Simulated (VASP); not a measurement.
# ZrB2 (P1) in VASP: further runs

Runs on ZrB2. Level: PBE. Tasks: single point.

Everything below comes from runs of VASP 6.6.1. Logs are shortened: lines on timing, memory, paths and dates and some standing lists are left out, and cuts for length are marked.

### Step 1. The cell of the first run

The typed cell holds 3 atoms: a = 3.170 Å, b = 3.170 Å, c = 3.533 Å, α = 90.00°, β = 90.00°, γ = 120.00°.

### Step 2. Single point, PBE

INCAR reads:

```
ALGO     = Normal         # electronic algorithm
EDIFF    = 1E-6           # SCF threshold, eV
ENCUT    = 420            # plane-wave cutoff, eV
GGA      = PE             # functional
GGA_COMPAT= False        
ISIF     = 2              # what is computed and relaxed
ISMEAR   = -1             # smearing method
LASPH    = True           # aspherical terms in the spheres
LCHARG   = False          # write CHGCAR
LREAL    = False          # projectors in reciprocal space
LWAVE    = False          # write WAVECAR
NBANDS   = 16             # bands
NELM     = 120            # most SCF steps
PREC     = Accurate       # precision mode
SIGMA    = 0.08           # smearing width, eV
```

KPOINTS reads:

```
k-points
0
Gamma
  7 7 5
```

POSCAR reads:

```
ZrB2
1.0
    3.1700000000      0.0000000000      0.0000000000
   -1.5850000000      2.7453005300      0.0000000000
    0.0000000000      0.0000000000      3.5330000000
Zr B
1 2
Direct
   -0.0008880297      0.0015608492      0.0014058873
    0.3295012654      0.6856637295      0.4896609114
    0.6757436147      0.3364720874      0.5051491650
```

Potentials or basis: VASP PAW PBE potentials, release 64 (Zr_sv, B).

Run with:

```sh
$ cat potpaw_PBE.64/Zr_sv/POTCAR potpaw_PBE.64/B/POTCAR > POTCAR
$ mpirun -np 1 vasp_std > vasp.out
```

OUTCAR:

```text
EDIFF = 1E-6
   ENCUT = 420
   GGA = PE
   ISIF = 2
   ISMEAR = -1
   LASPH = True
   LREAL = False
   NELM = 120
   PREC = Accurate

 ion  position               nearest neighbor table
   1  0.999  0.002  0.001-   2 2.47   3 2.52   2 2.52   3 2.53   2 2.53   3 2.54   3 2.55   2 2.55
                             3 2.55   3 2.57   2 2.58   2 2.61
   2  0.330  0.686  0.490-   3 1.79   3 1.80   3 1.91   1 2.47   1 2.52   1 2.53   1 2.55   1 2.58
                             1 2.61
   3  0.676  0.336  0.505-   2 1.79   2 1.80   2 1.91   1 2.52   1 2.53   1 2.54   1 2.55   1 2.55
                             1 2.57

  LATTYP: Found a hexagonal cell.
 ALAT       =     3.1700000000
 C/A-ratio  =     1.1145110410

  Lattice vectors:

 A1 = (   3.1700000000,   0.0000000000,   0.0000000000)
 A2 = (  -1.5850000000,   2.7453005300,   0.0000000000)
 A3 = (   0.0000000000,   0.0000000000,   3.5330000000)

Analysis of symmetry for initial positions (statically):
=====================================================================
 Subroutine PRICEL returns:
 Original cell was already a primitive cell.

 Routine SETGRP: Setting up the symmetry group for a
 hexagonal supercell.

 Subroutine GETGRP returns: Found  1 space group operations
 (whereof  1 operations were pure point group operations)
 out of a pool of 24 trial point group operations.

The static configuration has the point symmetry C_1 .

Analysis of symmetry for dynamics (positions and initial velocities):
=====================================================================
 Subroutine PRICEL returns:
 Original cell was already a primitive cell.

 Routine SETGRP: Setting up the symmetry group for a
 hexagonal supercell.

 Subroutine GETGRP returns: Found  1 space group operations
 (whereof  1 operations were pure point group operations)
 out of a pool of 24 trial point group operations.

The dynamic configuration has the point symmetry C_1 .

 Subroutine INISYM returns: Found  1 space group operations
 (whereof  1 operations are pure point group operations),
 and found     1 'primitive' translations

----------------------------------------------------------------------------------------

                                     Primitive cell

  volume of cell :      30.7463

  direct lattice vectors                    reciprocal lattice vectors
     3.170000000  0.000000000  0.000000000     0.315457413  0.182129422  0.000000000
    -1.585000000  2.745300530  0.000000000     0.000000000  0.364258845  0.000000000
     0.000000000  0.000000000  3.533000000     0.000000000  0.000000000  0.283045570

  length of vectors
     3.170000000  3.170000000  3.533000000     0.364258845  0.364258845  0.283045570

  position of ions in fractional coordinates (direct lattice)
     0.999111970  0.001560849  0.001405887
     0.329501265  0.685663729  0.489660911
     0.675743615  0.336472087  0.505149165

  ion indices of the primitive-cell ions
   primitive index   ion index
                 1           1
                 2           2
                 3           3

----------------------------------------------------------------------------------------

 KPOINTS: k-points

Automatic generation of k-mesh.
 Grid dimensions read from file:
 generate k-points for:    7    7    5

 Generating k-lattice:

  Cartesian coordinates                     Fractional coordinates (reciprocal lattice)
     0.045065345  0.026018489  0.000000000     0.142857143  0.000000000  0.000000000
     0.000000000  0.052036978  0.000000000     0.000000000  0.142857143  0.000000000
     0.000000000  0.000000000  0.056609114     0.000000000  0.000000000  0.200000000

  Length of vectors
     0.052036978  0.052036978  0.056609114

  Shift w.r.t. Gamma in fractional coordinates (k-lattice)
     0.000000000  0.000000000  0.000000000

 Subroutine IBZKPT returns following result:
 ===========================================

 Found    123 irreducible k-points:

 Following reciprocal coordinates:
            Coordinates               Weight
  0.000000  0.000000  0.000000      1.000000
  0.142857  0.000000  0.000000      2.000000
  0.000000  0.142857  0.000000      2.000000
 -0.142857  0.142857  0.000000      2.000000
  0.285714  0.000000  0.000000      2.000000
  0.000000  0.285714  0.000000      2.000000
[... 16 lines left out ...]
  0.285714  0.285714  0.000000      2.000000
 -0.285714 -0.428571  0.000000      2.000000
 [... further k-points ...]
   k-points           NKPTS =    123   k-points in BZ     NKDIM =    123   number of bands    NBANDS=     16
   number of dos      NEDOS =    301   number of ions     NIONS =      3
   total plane-waves  NPLWV =  13824
   dimension x,y,z NGX =    24 NGY =   24 NGZ =   24
   dimension x,y,z NGXF=    48 NGYF=   48 NGZF=   48
   ions per type =               1   2
   NGX,Y,Z   is equivalent  to a cutoff of  12.59, 12.59, 11.29 a.u.
   NGXF,Y,Z  is equivalent  to a cutoff of  25.17, 25.17, 22.59 a.u.
 SYSTEM =  unknown system
   PREC   = accura    normal or accurate (medium, high low for compatibility)
   ISTART =      0    job   : 0-new  1-cont  2-samecut
   ICHARG =      2    charge: 1-file 2-atom 10-const
   ISPIN  =      1    spin polarized calculation?
   LNONCOLLINEAR =      F non collinear calculations
   LSORBIT =      F    spin-orbit coupling
   LASPH  =      T    aspherical Exc in radial PAW
   ENCUT  =  420.0 eV  30.87 Ry    5.56 a.u.   5.30  5.30  5.90*2*pi/ulx,y,z
   NELM   =    120;   NELMIN=  2; NELMDL= -5     # of ELM steps
   EDIFF  = 0.1E-05   stopping-criterion for ELM
   LREAL  =      F    real-space projection
   EDIFFG = 0.1E-04   stopping-criterion for IOM
   NSW    =      0    number of steps for IOM
   IBRION =     -1    ionic relax: 0-MD 1-quasi-New 2-CG
   NFREE  =      0    steps in history (QN), initial steepest desc. (CG)
   ISIF   =      2    stress and relaxation
   ISYM   =      2    0-nonsym 1-usesym 2-fastsym
   POTIM  = 0.5000    time-step for ionic-motion
   TEBEG  =    0.0;   TEEND  =   0.0 temperature during run
   PSTRESS=    0.0 pullay stress
   NELECT =      18.0000    total number of electrons
   NUPDOWN=      -1.0000    fix difference up-down
   EMIN   =  10.00;   EMAX   =-10.00  energy-range for DOS
   EFERMI =   0.00;   METHOD = LEGACY
   ISMEAR =    -1;   SIGMA  =   0.08  broadening in eV -4-tet -1-fermi 0-gaus
   EFERMI_NEDOS =   21; number of points for ismear=-14 and -15
   IALGO  =     38    algorithm
   IMIX   =      4    mixing-type and parameters
     AMIX     =   0.40;   BMIX     =  1.00
     AMIX_MAG =   1.60;   BMIX_MAG =  1.00
  volume/ion in A,a.u.               =      10.25        69.16
  Fermi-wavevector in a.u.,A,eV,Ry     =   1.369519  2.588016 25.518847  1.875582
  Thomas-Fermi vector in A             =   2.495387
   LORBIT       =      0    0 simple, 1 ext, 2 COOP (PROOUT), +10 PAW based schemes
   GGA     = PE    functional components
   LHFCALC =     F    Hartree Fock is set to
   AEXX    =    0.0000 exact exchange contribution
   IVDW    =     0    specifies the selected vdW correction
   LEPSILON=     F    determine dielectric tensor
   LRPA    =     F    only Hartree local field effects (RPA)
 non-spin polarized calculation
  energy-cutoff  :      420.00
  volume of cell :       30.75
 maximum number of plane-waves:       612
 NGX is ok and might be reduce to    24
   NGX = 11   NGY = 11   NGZ = 11

 number of electron      18.0000000 magnetization

 Free energy of the ion-electron system (eV)
  ---------------------------------------------------
  ext. energy  EPLUGINS =         0.00000000
  ---------------------------------------------------
  free energy    TOTEN  =       -24.91032910 eV

  energy without entropy =      -24.89789482  energy(sigma->0) =      -24.90411196

 E-fermi :  10.2549     XC(G=0): -12.4420

 val. band max:       10.2390078774   @ k =  -0.1429   0.2857   0.2000
 cond. band min:      10.2578889843   @ k =  -0.2857   0.1429   0.2000
 fundamental gap:      0.0188811070
 Fermi energy:        10.2548584190

 k-point     1 :       0.0000    0.0000    0.0000
  band No.  band energies     occupation
      1     -38.1027      2.00000
      2     -16.2917      2.00000
      3     -15.7506      2.00000
      4     -15.7231      2.00000
      5      -2.2060      2.00000
      6       7.5873      2.00000
[... 8 lines left out ...]
     15      15.5227      0.00000
     16      16.3256      0.00000

 k-point     2 :       0.1429    0.0000    0.0000
  band No.  band energies     occupation
      1     -38.0811      2.00000
      2     -16.2596      2.00000
      3     -15.9193      2.00000
      4     -15.7829      2.00000
      5      -1.8081      2.00000
      6       6.6736      2.00000
[... 8 lines left out ...]
     15      17.0050      0.00000
     16      17.4461      0.00000

 k-point     3 :       0.0000    0.1429    0.0000
  band No.  band energies     occupation
      1     -38.0811      2.00000
      2     -16.2596      2.00000
      3     -15.9181      2.00000
      4     -15.7840      2.00000
      5      -1.8088      2.00000
      6       6.6580      2.00000
[... 8 lines left out ...]
     15      17.0246      0.00000
     16      17.4476      0.00000

 k-point     4 :      -0.1429    0.1429    0.0000
  band No.  band energies     occupation
      1     -38.0810      2.00000
      2     -16.2590      2.00000
      3     -15.9395      2.00000
      4     -15.7644      2.00000
      5      -1.7991      2.00000
      6       7.0611      2.00000
[... 8 lines left out ...]
     15      16.8825      0.00000
     16      17.3434      0.00000
[... 324 lines left out ...]
 k-point    22 :       0.4286    0.4286    0.0000
  band No.  band energies     occupation
      1     -37.9808      2.00000
      2     -16.6342      2.00000
      3     -16.1078      2.00000
      4     -16.0541      2.00000
      5       2.0154      2.00000
      6       2.1436      2.00000
[... 8 lines left out ...]
     15      19.0085      0.00000
     16      20.2002      0.00000

 k-point    23 :       0.2857    0.2857    0.0000
  band No.  band energies     occupation
      1     -37.9763      2.00000
      2     -16.4744      2.00000
      3     -16.2666      2.00000
      4     -16.1031      2.00000
      5       1.7501      2.00000
      6       3.0805      2.00000
[... 8 lines left out ...]
     15      20.6566      0.00000
     16      20.7690      0.00000

 k-point    24 :      -0.2857   -0.4286    0.0000
  band No.  band energies     occupation
      1     -37.9761      2.00000
      2     -16.5015      2.00000
      3     -16.2417      2.00000
      4     -16.1020      2.00000
      5       1.7755      2.00000
      6       3.3193      2.00000
[... 8 lines left out ...]
     15      20.5891      0.00000
     16      21.2968      0.00000

 [... further k-points ...]

------------------------ aborting loop because EDIFF is reached ----------------------------------------

  FORCE on cell =-STRESS in cart. coord.  units (eV):
  Direction    XX          YY          ZZ          XY          YZ          ZX
  --------------------------------------------------------------------------------------
  -------------------------------------------------------------------------------------
  Total        0.4387438      0.2073724      0.3211258     -0.2013894     -0.0233071      0.0169815
  in kB       22.8627687     10.8060935     16.7337369    -10.4943199     -1.2145255      0.8848989
  external PRESSURE =      16.8008664 kB  Pullay stress =       0.0000000 kB

 VOLUME and BASIS-vectors are now :
 -----------------------------------------------------------------------------
  energy-cutoff  :      420.00
  volume of cell :       30.75
      direct lattice vectors                 reciprocal lattice vectors
     3.170000000  0.000000000  0.000000000     0.315457413  0.182129422  0.000000000
    -1.585000000  2.745300530  0.000000000     0.000000000  0.364258845  0.000000000
     0.000000000  0.000000000  3.533000000     0.000000000  0.000000000  0.283045570

 POSITION                                       TOTAL-FORCE (eV/Angst)
 -----------------------------------------------------------------------------------
      3.16471      0.00429      0.00497        -0.067663      0.335242     -0.199094
     -0.04226      1.88235      1.72997         0.683722     -0.609118      0.384313
      1.60880      0.92372      1.78469        -0.616059      0.273876     -0.185220
 -----------------------------------------------------------------------------------
    total drift:                               -0.000006      0.000039      0.000009

  FREE ENERGIE OF THE ION-ELECTRON SYSTEM (eV)
  ---------------------------------------------------
  free  energy   TOTEN  =       -24.9103291032 eV

  energy  without entropy=      -24.8978948194  energy(sigma->0) =      -24.90411196
```

It took 42 s on 1 thread of Intel Xeon 8259CL, shared host; peak memory 0.17 GiB.

Results:

```
Free energy            : -24.9103 eV
Pressure               : 1.7 GPa
Largest force          : 0.993 eV/Å
Band gap on the k mesh : zero (bands 9 and 10 overlap by 0.50 eV)
```

Forces on the atoms (eV/Å):
```
Zr  -0.068  0.335 -0.199
B    0.684 -0.609  0.384
B   -0.616  0.274 -0.185
```

Stress tensor (GPa, compression positive):
```
 2.29 -1.05  0.09
-1.05  1.08 -0.12
 0.09 -0.12  1.67
```

### Step 3. Single point, PBE

INCAR reads:

```
ALGO = Normal
EDIFF = 1E-6
ENCUT = 420
GGA = PE
GGA_COMPAT = False
ISIF = 2
ISMEAR = -1
LASPH = True
LCHARG = True
LELF = True
LREAL = False
LVHAR = True
LWAVE = False
NBANDS = 16
NELM = 120
PREC = Accurate
SIGMA = 0.08
```

KPOINTS is that of step 2.

POSCAR reads:

```
ZrB2
1.0
    3.1700000000      0.0000000000      0.0000000000
   -1.5850000000      2.7453005300      0.0000000000
    0.0000000000      0.0000000000      3.5330000000
Zr B
1 2
Direct
   -0.0052231662      0.0049732260      0.0016982734
    0.3354226229      0.6759001354      0.4873407869
    0.6795567410      0.3565715263      0.5095519389
```

Potentials or basis: VASP PAW PBE potentials, release 64 (Zr_sv, B).

Run with:

```sh
$ cat potpaw_PBE.64/Zr_sv/POTCAR potpaw_PBE.64/B/POTCAR > POTCAR
$ mpirun -np 1 vasp_std > vasp.out
```

It took 39 s on 1 thread of Intel Xeon 8259CL, shared host; peak memory 0.17 GiB.

It converged, with:

- Free energy: -24.9208 eV
- Pressure: 1.5 GPa
- Largest force: 0.742 eV/Å
- Band gap on the k mesh: zero (bands 9 and 10 overlap by 0.62 eV)

Forces on the atoms (eV/Å):
```
Zr   0.284  0.412 -0.157
B   -0.008  0.192  0.489
B   -0.276 -0.604 -0.332
```

Stress tensor (GPa, compression positive):
```
 0.83 -0.06 -0.07
-0.06  1.93 -0.04
-0.07 -0.04  1.72
```

Levels at points of the mesh, in eV from the Fermi level:
```csv
k point,band 5,band 6,band 7,band 8,band 9,band 10,band 11,band 12,band 13,band 14
"(0.00, 0.00, 0.00)",-12.46,-2.52,-2.36,-2.20,-2.07,3.62,3.68,4.29,4.49,5.09
```
